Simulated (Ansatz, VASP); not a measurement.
## ZrHgS3 in VASP and in Ansatz

```
CELL_PARAMETERS angstrom
4.85620 0.00000 0.00000
0.00000 4.85620 0.00000
0.00000 0.00000 4.85620
ATOMIC_POSITIONS crystal
Hg 0.00000 0.00000 0.00000
Zr 0.50000 0.50000 0.50000
S 0.50000 0.50000 0.00000
S 0.50000 0.00000 0.50000
S 0.00000 0.50000 0.50000
```

Alike in both runs: task single point; functional PBEsol; k mesh 8 × 8 × 8; occupations fermi-dirac, width 0.15 eV; no spin polarisation.

|  | VASP | Ansatz |
| --- | --- | --- |
| version | VASP 6.6.1 | Ansatz 0.2.0 |
| potentials or method | VASP PAW PBE potentials, release 64 (Hg, Zr_sv, S), cutoff 520 eV | scalar-relativistic, plane waves, PAW |
| valence electrons in the cell | 42 | 50 |

|  | VASP | Ansatz | Ansatz less VASP |
| --- | --- | --- | --- |
| gap on the k mesh at the Fermi level (eV) | none | none | - |
| pressure (GPa) | 4.3 | 4.3 | -0.07 |

VASP's potentials were made for PBE, not for PBEsol. A gap of «none» marks a metal or a gap that the smearing closes. VASP's potentials hold 42 valence electrons a cell and Ansatz's 50, so a difference there can come from the potentials and not from the codes.

Neither program's run includes spin-orbit coupling.
